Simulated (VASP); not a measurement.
# Sb (R-3m) in VASP: a series of runs

The runs below take Sb through single point, with PBEsol.

Program: VASP 6.6.1. These are calculated values, not measurements. Logs are shortened: lines on timing, memory, paths and dates and some standing lists are left out, and cuts for length are marked.

## (1) The cell of the first run

The structure is trigonal, space group R-3m (No. 166). The conventional cell has a = 4.414 Å, b = 4.414 Å, c = 11.549 Å, α = 90.00°, β = 90.00°, γ = 120.00°. Within 3.9 Å of Sb (site symmetry 3m) lie 6 Sb at 2.98 to 3.44 Å.

## (2) Single point, PBEsol

File INCAR:

```
  ALGO = Normal
  EDIFF = 1E-6
  ENCUT = 520
  GGA = PS
  ISIF = 2
  ISMEAR = -1
  LASPH = T
  LCHARG = F
  LREAL = F
  LWAVE = F
  NBANDS = 12
  NELM = 100
  PREC = Accurate
  SIGMA = 0.15
```

File KPOINTS:

```
k-points
0
Gamma
  8 8 8
```

File POSCAR:

```
Sb
1.0
    2.2067620648      1.2740747235      3.8496944757
   -2.2067620648      1.2740747235      3.8496944757
    0.0000000000     -2.5481494470      3.8496944757
Sb
2
Direct
    0.2334900000      0.2334900000      0.2334900000
    0.7665100000      0.7665100000      0.7665100000
```

Potentials or basis: VASP PAW PBE potentials, release 64 (Sb).

Started as:

```bash
cat potpaw_PBE.64/Sb/POTCAR > POTCAR
mpirun -np 1 vasp_std > vasp.out
```

OUTCAR:

```text
EDIFF = 1E-6
   ENCUT = 520
   GGA = PS
   ISIF = 2
   ISMEAR = -1
   LASPH = T
   LREAL = F
   NELM = 100
   PREC = Accurate

 ion  position               nearest neighbor table
   1  0.233  0.233  0.233-   2 2.98   2 2.98   2 2.98   2 3.44   2 3.44   2 3.44
   2  0.767  0.767  0.767-   1 2.98   1 2.98   1 2.98   1 3.44   1 3.44   1 3.44

  LATTYP: Found a trigonal (rhomboedric) cell.
 ALAT       =     4.6166235246
 COS(alpha) =     0.5430253418

  Lattice vectors:

 A1 = (   2.2067620648,   1.2740747235,   3.8496944757)
 A2 = (  -2.2067620648,   1.2740747235,   3.8496944757)
 A3 = (   0.0000000000,  -2.5481494470,   3.8496944757)

Analysis of symmetry for initial positions (statically):
=====================================================================
 Subroutine PRICEL returns:
 Original cell was already a primitive cell.

 Routine SETGRP: Setting up the symmetry group for a
 trigonal (rhombohedral) supercell.

 Subroutine GETGRP returns: Found 12 space group operations
 (whereof 12 operations were pure point group operations)
 out of a pool of 12 trial point group operations.

The static configuration has the point symmetry D_3d.

Analysis of symmetry for dynamics (positions and initial velocities):
=====================================================================
 Subroutine PRICEL returns:
 Original cell was already a primitive cell.

 Routine SETGRP: Setting up the symmetry group for a
 trigonal (rhombohedral) supercell.

 Subroutine GETGRP returns: Found 12 space group operations
 (whereof 12 operations were pure point group operations)
 out of a pool of 12 trial point group operations.

The dynamic configuration has the point symmetry D_3d.

 Subroutine INISYM returns: Found 12 space group operations
 (whereof 12 operations are pure point group operations),
 and found     1 'primitive' translations

----------------------------------------------------------------------------------------

                                     Primitive cell

  volume of cell :      64.9423

  direct lattice vectors                    reciprocal lattice vectors
     2.206762065  1.274074724  3.849694476     0.226576307  0.130813887  0.086586958
    -2.206762065  1.274074724  3.849694476    -0.226576307  0.130813887  0.086586958
     0.000000000 -2.548149447  3.849694476     0.000000000 -0.261627774  0.086586958

  length of vectors
     4.616623525  4.616623525  4.616623567     0.275583739  0.275583739  0.275583732

  position of ions in fractional coordinates (direct lattice)
     0.233490000  0.233490000  0.233490000
     0.766510000  0.766510000  0.766510000

  ion indices of the primitive-cell ions
   primitive index   ion index
                 1           1
                 2           2

----------------------------------------------------------------------------------------

 KPOINTS: k-points

Automatic generation of k-mesh.
 Grid dimensions read from file:
 generate k-points for:    8    8    8

 Generating k-lattice:

  Cartesian coordinates                     Fractional coordinates (reciprocal lattice)
     0.028322038  0.016351736  0.010823370     0.125000000  0.000000000 -0.000000000
    -0.028322038  0.016351736  0.010823370     0.000000000  0.125000000 -0.000000000
     0.000000000 -0.032703472  0.010823370    -0.000000000 -0.000000000  0.125000000

  Length of vectors
     0.034447967  0.034447967  0.034447966

  Shift w.r.t. Gamma in fractional coordinates (k-lattice)
     0.000000000  0.000000000  0.000000000

 Subroutine IBZKPT returns following result:
 ===========================================

 Found     65 irreducible k-points:

 Following reciprocal coordinates:
            Coordinates               Weight
  0.000000  0.000000  0.000000      1.000000
  0.125000  0.000000 -0.000000      6.000000
  0.250000  0.000000 -0.000000      6.000000
  0.375000 -0.000000  0.000000      6.000000
  0.500000  0.000000 -0.000000      3.000000
  0.125000  0.125000 -0.000000      6.000000
[... 16 lines left out ...]
  0.250000  0.125000  0.125000      6.000000
  0.375000  0.125000  0.125000      6.000000
 [... further k-points ...]
   k-points           NKPTS =     65   k-points in BZ     NKDIM =     65   number of bands    NBANDS=     12
   number of dos      NEDOS =    301   number of ions     NIONS =      2
   total plane-waves  NPLWV =  46656
   dimension x,y,z NGX =    36 NGY =   36 NGZ =   36
   dimension x,y,z NGXF=    72 NGYF=   72 NGZF=   72
   ions per type =               2
   NGX,Y,Z   is equivalent  to a cutoff of  12.96, 12.96, 12.96 a.u.
   NGXF,Y,Z  is equivalent  to a cutoff of  25.93, 25.93, 25.93 a.u.
 SYSTEM =  unknown system
   PREC   = accura    normal or accurate (medium, high low for compatibility)
   ISTART =      0    job   : 0-new  1-cont  2-samecut
   ICHARG =      2    charge: 1-file 2-atom 10-const
   ISPIN  =      1    spin polarized calculation?
   LNONCOLLINEAR =      F non collinear calculations
   LSORBIT =      F    spin-orbit coupling
   LASPH  =      T    aspherical Exc in radial PAW
   ENCUT  =  520.0 eV  38.22 Ry    6.18 a.u.   8.58  8.58  8.58*2*pi/ulx,y,z
   NELM   =    100;   NELMIN=  2; NELMDL= -5     # of ELM steps
   EDIFF  = 0.1E-05   stopping-criterion for ELM
   LREAL  =      F    real-space projection
   EDIFFG = 0.1E-04   stopping-criterion for IOM
   NSW    =      0    number of steps for IOM
   IBRION =     -1    ionic relax: 0-MD 1-quasi-New 2-CG
   NFREE  =      0    steps in history (QN), initial steepest desc. (CG)
   ISIF   =      2    stress and relaxation
   ISYM   =      2    0-nonsym 1-usesym 2-fastsym
   POTIM  = 0.5000    time-step for ionic-motion
   TEBEG  =    0.0;   TEEND  =   0.0 temperature during run
   PSTRESS=    0.0 pullay stress
   NELECT =      10.0000    total number of electrons
   NUPDOWN=      -1.0000    fix difference up-down
   EMIN   =  10.00;   EMAX   =-10.00  energy-range for DOS
   EFERMI =   0.00;   METHOD = LEGACY
   ISMEAR =    -1;   SIGMA  =   0.15  broadening in eV -4-tet -1-fermi 0-gaus
   EFERMI_NEDOS =   21; number of points for ismear=-14 and -15
   IALGO  =     38    algorithm
   IMIX   =      4    mixing-type and parameters
     AMIX     =   0.40;   BMIX     =  1.00
     AMIX_MAG =   1.60;   BMIX_MAG =  1.00
  volume/ion in A,a.u.               =      32.47       219.13
  Fermi-wavevector in a.u.,A,eV,Ry     =   0.877470  1.658178 10.475851  0.769953
  Thomas-Fermi vector in A             =   1.997423
   LORBIT       =      0    0 simple, 1 ext, 2 COOP (PROOUT), +10 PAW based schemes
   GGA     = PS    functional components
   LHFCALC =     F    Hartree Fock is set to
   AEXX    =    0.0000 exact exchange contribution
   IVDW    =     0    specifies the selected vdW correction
   LEPSILON=     F    determine dielectric tensor
   LRPA    =     F    only Hartree local field effects (RPA)
 non-spin polarized calculation
  energy-cutoff  :      520.00
  volume of cell :       64.94
 maximum number of plane-waves:      1774
 NGX is ok and might be reduce to    36
   NGX = 17   NGY = 17   NGZ = 17

 number of electron      10.0000000 magnetization

 Free energy of the ion-electron system (eV)
  ---------------------------------------------------
  ext. energy  EPLUGINS =         0.00000000
  ---------------------------------------------------
  free energy    TOTEN  =        -9.08142775 eV

  energy without entropy =       -9.04961571  energy(sigma->0) =       -9.06552173

 E-fermi :   6.1937     XC(G=0):  -9.3625

 val. band max:        5.9885687792   @ k =   0.5000   0.0000  -0.0000
 cond. band min:       6.2104152074   @ k =   0.3750   0.2500   0.2500
 fundamental gap:      0.2218464282
 Fermi energy:         6.1937371395

 k-point     1 :       0.0000    0.0000    0.0000
  band No.  band energies     occupation
      1      -5.9350      2.00000
      2       1.0773      2.00000
      3       4.3754      1.99999
      4       4.6021      1.99995
      5       4.6021      1.99995
      6       8.2646      0.00000
      7       8.8228      0.00000
      8       8.8228      0.00000
      9      11.3767      0.00000
     10      11.3767      0.00000
     11      11.4756      0.00000
     12      12.8947      0.00000

 k-point     2 :       0.1250    0.0000   -0.0000
  band No.  band energies     occupation
      1      -5.7754      2.00000
      2       0.5084      2.00000
      3       4.4125      1.99999
      4       4.5670      1.99996
      5       4.7758      1.99984
      6       8.1327      0.00000
      7       8.3894      0.00000
      8       8.4599      0.00000
      9      10.8756      0.00000
     10      11.2883      0.00000
     11      11.4826      0.00000
     12      13.8794      0.00000

 k-point     3 :       0.2500    0.0000   -0.0000
  band No.  band energies     occupation
      1      -5.3020      2.00000
      2      -0.7299      2.00000
      3       4.4250      1.99998
      4       4.5056      1.99997
      5       5.1454      1.99816
      6       7.4152      0.00058
      7       7.5890      0.00018
      8       7.6986      0.00009
      9      11.1594      0.00000
     10      11.7676      0.00000
     11      12.2727      0.00000
     12      15.7994      0.00000

 k-point     4 :       0.3750   -0.0000    0.0000
  band No.  band energies     occupation
      1      -4.5399      2.00000
      2      -2.0938      2.00000
      3       4.4787      1.99998
      4       4.5060      1.99997
      5       5.5152      1.97854
      6       6.6238      0.10759
      7       6.7851      0.03806
      8       7.0587      0.00624
      9      12.2778      0.00000
     10      13.1528      0.00000
     11      13.6799      0.00000
     12      15.8834      0.00000

 k-point     5 :       0.5000    0.0000   -0.0000
  band No.  band energies     occupation
      1      -3.7745      2.00000
      2      -3.0792      2.00000
      3       4.4792      1.99998
      4       4.5763      1.99996
      5       5.9753      1.62182
      6       5.9886      1.59405
      7       6.4456      0.31451
      8       6.8138      0.03154
      9      13.6479      0.00000
     10      14.2674      0.00000
     11      15.0410      0.00000
     12      15.1074      0.00000
[... 228 lines left out ...]
      1      -3.8104      2.00000
      2      -1.6715      2.00000
      3       1.2083      2.00000
      4       2.8224      2.00000
      5       2.8981      2.00000
      6       7.9400      0.00002
      7      10.8161      0.00000
      8      11.4189      0.00000
      9      12.5635      0.00000
     10      14.8165      0.00000
     11      15.9697      0.00000
     12      16.2433      0.00000

 k-point    22 :       0.1250    0.1250    0.1250
  band No.  band energies     occupation
      1      -5.8052      2.00000
      2       0.4699      2.00000
      3       4.6352      1.99994
      4       4.6352      1.99994
      5       4.7470      1.99987
      6       8.1372      0.00000
      7       8.3886      0.00000
      8       8.3886      0.00000
      9      11.1195      0.00000
     10      11.5769      0.00000
     11      11.5769      0.00000
     12      13.6437      0.00000

 k-point    23 :       0.2500    0.1250    0.1250
  band No.  band energies     occupation
      1      -5.5625      2.00000
      2      -0.1654      2.00000
      3       3.7172      2.00000
      4       4.9185      1.99959
      5       5.6043      1.96144
      6       7.3414      0.00095
      7       7.4709      0.00040
      8       9.0859      0.00000
      9      11.0128      0.00000
     10      11.5489      0.00000
     11      12.2958      0.00000
     12      13.5439      0.00000

 k-point    24 :       0.3750    0.1250    0.1250
  band No.  band energies     occupation
      1      -5.0154      2.00000
      2      -1.2194      2.00000
      3       3.1721      2.00000
      4       4.8539      1.99974
      5       6.2619      0.77673
      6       6.3590      0.49888
      7       6.9555      0.01238
      8       9.1211      0.00000
      9      11.2324      0.00000
     10      12.2330      0.00000
     11      13.3733      0.00000
     12      14.9077      0.00000

 [... further k-points ...]

------------------------ aborting loop because EDIFF is reached ----------------------------------------

  FORCE on cell =-STRESS in cart. coord.  units (eV):
  Direction    XX          YY          ZZ          XY          YZ          ZX
  --------------------------------------------------------------------------------------
  -------------------------------------------------------------------------------------
  Total       -1.4333344     -1.4333345     -1.3013153     -0.0000000     -0.0000000      0.0000000
  in kB      -35.3614604    -35.3614632    -32.1044481     -0.0000000     -0.0000000      0.0000000
  external PRESSURE =     -34.2757906 kB  Pullay stress =       0.0000000 kB

 VOLUME and BASIS-vectors are now :
 -----------------------------------------------------------------------------
  energy-cutoff  :      520.00
  volume of cell :       64.94
      direct lattice vectors                 reciprocal lattice vectors
     2.206762065  1.274074724  3.849694476     0.226576307  0.130813887  0.086586958
    -2.206762065  1.274074724  3.849694476    -0.226576307  0.130813887  0.086586958
     0.000000000 -2.548149447  3.849694476     0.000000000 -0.261627774  0.086586958

 POSITION                                       TOTAL-FORCE (eV/Angst)
 -----------------------------------------------------------------------------------
      0.00000      0.00000      2.69660         0.000000      0.000000     -0.155850
      0.00000      0.00000      8.85249         0.000000     -0.000000      0.155850
 -----------------------------------------------------------------------------------
    total drift:                                0.000000     -0.000000     -0.000000

  FREE ENERGIE OF THE ION-ELECTRON SYSTEM (eV)
  ---------------------------------------------------
  free  energy   TOTEN  =        -9.0814277479 eV

  energy  without entropy=       -9.0496157062  energy(sigma->0) =       -9.06552173
```

It took 27 s on 1 thread of AMD EPYC 7R13 (Zen 3), shared host; peak memory 0.19 GiB.

What came out:

- Free energy: -9.0814 eV
- Pressure: -3.4 GPa
- Largest force: 0.156 eV/Å
- Band gap on the k mesh: zero (band 5 reaches 6.26 eV, above the bottom of band 6 at 5.99 eV)

Forces on the atoms (eV/Å):
```
Sb   0.000  0.000 -0.156
Sb   0.000  0.000  0.156
```

Caveat: the PAW data sets were made with another functional, which shifts forces and pressure a little; spin-orbit coupling is left out, which moves the levels of the heavy elements.

(Part 1 of 2 ends here.)
